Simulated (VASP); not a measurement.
Here is a VASP 6.6.1 calculation.

INCAR

```
SYSTEM = Ti
ALGO = Normal
EDIFF = 1E-6
ENCUT = 520
GGA = PS
ISIF = 2
ISMEAR = 0
LASPH = .True.
LCHARG = .False.
LREAL = .False.
LWAVE = .False.
NBANDS = 12
NELM = 80
PREC = Accurate
SIGMA = 0.15
```

File KPOINTS:

```
k-points
0
Gamma
  20 20 20
  0 0 0
```

POSCAR

```
Ti
1.0
   -1.5753600000      1.5753600000      1.5097200000
    1.5753600000     -1.5753600000      1.5097200000
    1.5753600000      1.5753600000     -1.5097200000
Ti
1
Direct
    0.0000000000      0.0000000000      0.0000000000
```

Potentials or basis: VASP PAW PBE potentials, release 64 (Ti_sv).

Command:

```sh
$ cat potpaw_PBE.64/Ti_sv/POTCAR > POTCAR
$ mpirun -np 1 vasp_std > vasp.out
```

Problem. Predict the band gap on the k mesh.

Solution. Zero (bands 6 and 7 overlap by 1.75 eV).

Problem. What does it give for the pressure?

Solution. 12.7 GPa.

Stress tensor (GPa, compression positive):
```
13.02  0.00  0.00
 0.00 13.02  0.00
 0.00  0.00 12.08
```

Caveat: the cell differs from its parent crystal (strain -0.040 along x and y, -0.080 along z); the cell stands under pressure; the PAW data sets were made with another functional, which shifts forces and pressure a little.
